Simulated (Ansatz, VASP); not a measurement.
C: VASP beside Ansatz

```
CELL_PARAMETERS angstrom
1.68601 0.00000 0.00000
-0.84300 1.46013 0.00000
0.00000 0.00000 13.33298
ATOMIC_POSITIONS crystal
C 0.00000 0.00000 0.00000
C 0.00000 0.00000 0.50000
C 0.33333 0.66667 0.25000
C 0.66667 0.33333 0.75000
```

Alike in both runs: task single point; functional PBEsol; k mesh 23 × 23 × 3; occupations fermi-dirac, width 0.1 eV; no spin polarisation.

```csv
,VASP,Ansatz
version,VASP 6.6.1,Ansatz 0.2.0
potentials or method,"VASP PAW PBE potentials, release 64 (C), cutoff 520 eV","plane waves (420 eV) with PAW, scalar-relativistic"
valence electrons in the cell,16,16
```

VASP gave:

```
pressure (GPa)                                                : 6.3
traceless stress, the component that is largest in VASP (GPa) : -7.15
```

Problem. What did Ansatz give for the same quantities?

Solution. Pressure (GPa): 6.1; traceless stress, the component that is largest in VASP (GPa): -6.97.

VASP's potentials were made for PBE, not for PBEsol, and Ansatz warns of the same on its side. The functional is the same, so the differences come from potentials, cutoffs and numerics.
